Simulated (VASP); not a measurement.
Set up this calculation in VASP 6.6.1, as the native input.

* Task: electric field gradients
* Functional: LDA
* Potentials or basis: VASP PAW LDA potentials, release 64 (Ta_pv, S)
* Cutoff: 400 eV
* k mesh: 9 × 9 × 5
* Occupations: fermi-dirac, width 0.03 eV
* Spin: no spin polarisation
* Dipole correction: no
* Further INCAR settings: ALGO = Normal; EDIFF = 1e-08; NBANDS = 18

The structure of TaS2 lies in POSCAR:

```
TaS2
1.0
    3.3500021206      0.0000000000      0.0000000000
   -1.6750010603      2.9011869392      0.0000000000
    0.0000000000      0.0000000000      5.7428000000
Ta S
1 2
Direct
    0.0000000000      0.0000000000      0.0000000000
    0.3333333333      0.6666666667      0.2500000000
    0.6666666667      0.3333333333      0.7500000000
```

This cell differs from its parent crystal: zz strain of -2 %.

One way to write it, as run:

INCAR

```
ALGO     = Normal         # electronic algorithm
EDIFF    = 1E-8           # SCF threshold, eV
ENCUT    = 400            # plane-wave cutoff, eV
GGA_COMPAT= False        
ISIF     = 2              # what is computed and relaxed
ISMEAR   = -1             # smearing method
LASPH    = True           # aspherical terms in the spheres
LCHARG   = False          # write CHGCAR
LEFG     = True         
LREAL    = False          # projectors in reciprocal space
LWAVE    = False          # write WAVECAR
NBANDS   = 18             # bands
NELM     = 120            # most SCF steps
PREC     = Accurate       # precision mode
SIGMA    = 0.03           # smearing width, eV
```

KPOINTS

```
k-points
0
Gamma
  9 9 5
```

Potentials or basis: VASP PAW LDA potentials, release 64 (Ta_pv, S).

Launch:

```console
$ cat potpaw_LDA.64/Ta_pv/POTCAR potpaw_LDA.64/S/POTCAR > POTCAR
$ mpirun -np 1 vasp_std > vasp.out
```

Results of the run:

```
Pressure      : 4.8 GPa
Largest force : 1.310 eV/Å
```

Caveat: the cell differs from its parent crystal (zz strain of -2 %); without QUAD_EFG the Cq values of the log hold for a quadrupole moment of 1 mb, not for the nuclei; forces of over 1 eV/Å act on the atoms, so gaps and moduli don't describe the material at rest.

Wall time 28 s on 1 thread of Intel(R) Xeon(R) Platinum 8259CL CPU @ 2.50GHz (Skylake/Cascade Lake), on a shared host, peak memory 0.16 GiB.
